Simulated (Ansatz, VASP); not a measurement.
**One calculation of Ca2F, two programs**

```
CELL_PARAMETERS angstrom
5.82628 0.00000 0.00000
-2.91314 5.04571 0.00000
0.00000 0.00000 3.48387
ATOMIC_POSITIONS crystal
Ca 0.33333 0.66667 0.50000
Ca 0.66667 0.33333 0.50000
F 0.00000 0.00000 0.00000
```

Alike in both runs: functional r2SCAN; k mesh 12 × 12 × 14; occupations gaussian, width 0.1 eV; no spin polarisation.

Ansatz relaxed the structure, and its values are those at the end. VASP's run is a single point on that final structure, the one shown.

```csv
,VASP,Ansatz
version,VASP 6.6.1,Ansatz 0.2.0
potentials or method,"VASP PAW PBE potentials, release 64 (Ca_sv, F), cutoff 520 eV","scalar-relativistic, plane waves, PAW"
valence electrons in the cell,27,27
```

|  | VASP | Ansatz | Ansatz less VASP |
| --- | --- | --- | --- |
| gap on the k mesh at the Fermi level (eV) | none | none | - |
| pressure (GPa) | 0.0 | 0.0 | +0.05 |

VASP's potentials were made for PBE, not for r2SCAN. A gap of «none» marks a metal or a gap that the smearing closes. The functional is the same, so the differences come from potentials, cutoffs and numerics.
